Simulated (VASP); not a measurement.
Wanted: the native input for a VASP 6.6.1 run.

* Task: single point
* Functional: PBE
* Potentials or basis: VASP PAW PBE potentials, release 64 (Hg, O)
* Cutoff: 520 eV
* k mesh: 1 × 1 × 1
* Occupations: gaussian, width 0.01 eV
* Spin: non-collinear spin, zero start, spin-orbit coupling
* Starting moments: [[0.0, 0.0, 0.0], [0.0, 0.0, 0.0], [0.0, 0.0, 0.0], [0.0, 0.0, 0.0], [0.0, 0.0, 0.0], [0.0, 0.0, 0.0], [0.0, 0.0, 0.0], [0.0, 0.0, 0.0]] μB
* Dipole correction: no
* Further INCAR settings: ALGO = Normal; EDIFF = 1e-07; NBANDS = 90

The structure of Hg4O4 lies in POSCAR:

```
HgO
1.0
   11.3900000000      0.0000000000      0.0000000000
    0.0000000000     11.3900000000      0.0000000000
    0.0000000000      0.0000000000     11.3900000000
Hg O
4 4
Direct
    0.5974600500      0.5974600500      0.5974600500
    0.5974600500      0.4023143100      0.4023143100
    0.4023143100      0.5974600500      0.4023143100
    0.4023143100      0.4023143100      0.5974600500
    0.6046909600      0.6046909600      0.3950834100
    0.6046909600      0.3950834100      0.6046909600
    0.3950834100      0.6046909600      0.6046909600
    0.3950834100      0.3950834100      0.3950834100
```

These files were run (other wordings do the same):

INCAR

```
SYSTEM = HgO
  PREC = Accurate
  ENCUT = 520
  EDIFF = 1E-7
  ISMEAR = 0
  SIGMA = 0.01
  LREAL = .FALSE.
  LASPH = .TRUE.
  NELM = 150
  ALGO = Normal
  ISIF = 2
  LWAVE = .FALSE.
  LCHARG = .FALSE.
  LNONCOLLINEAR = .TRUE.
  MAGMOM = 0 0 0 0 0 0 0 0 0 0 0 0 0 0 0 0 0 0 0 0 0 0 0 0
  LORBIT = 11
  LSORBIT = .TRUE.
  GGA_COMPAT = .FALSE.
  LORBMOM = .TRUE.
  GGA = PE
  NBANDS = 90
```

KPOINTS

```
Automatic mesh
0
G
  1 1 1
  0 0 0
```

Potentials or basis: VASP PAW PBE potentials, release 64 (Hg, O).

Run with:

```console
$ cat potpaw_PBE.64/Hg/POTCAR potpaw_PBE.64/O/POTCAR > POTCAR
$ mpirun -np 1 vasp_ncl > vasp.out
```

It gave:

```json
{
  "Largest force": "0.143 eV/Å",
  "Net moment": "0.00 μB per cell",
  "Valence electrons inside the program's atomic spheres": "Hg 10.35; O 4.79"
}
```

It took 21 min on 1 thread of Intel(R) Xeon(R) Platinum 8375C CPU @ 2.90GHz (Ice Lake), on a shared host, peak memory 3.8 GiB.
